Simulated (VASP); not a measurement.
Crystal: AlB3P4.

```
B Al P
1.0
     5.61772   -1.67472    0.02391
     5.61772    1.67472    0.02391
    -0.99682    0.00000    5.84156
B Al P
3 1 4
Direct
  0.99352 0.99352 0.98722
  0.50453 0.50453 0.51056
  0.25167 0.25167 0.74944
  0.74796 0.74796 0.24926
  0.54037 0.54037 0.17856
  0.06944 0.06944 0.68820
  0.81534 0.81534 0.90934
  0.32716 0.32716 0.47741
```

Base run:

| Item | Value |
| --- | --- |
| Program | VASP 6.6.1 |
| Functional | PBE |
| Potentials or basis | VASP PAW PBE potentials, release 64 (B, Al, P) |
| Cutoff | 500 eV |
| k mesh | 8 × 8 × 4 |
| Occupations | fermi-dirac, width 0.02 eV |
| Spin | no spin polarisation |

Its results: band gap on the k mesh 0.53 eV (least direct gap 0.84 eV); pressure 1.0 GPa; largest force 0.165 eV/Å.

**Question.** The run is repeated on the same cell with these changes: functional from PBE to r2SCAN; cutoff from 500 eV to 550 eV. What comes out?

**Answer.** Band gap on the k mesh 0.77 eV (least direct gap 1.09 eV); pressure -0.4 GPa; largest force 0.021 eV/Å.

Caveats: the PAW data sets were made with another functional, which shifts forces and pressure a little (at least some runs).

A k mesh can miss the band edges.
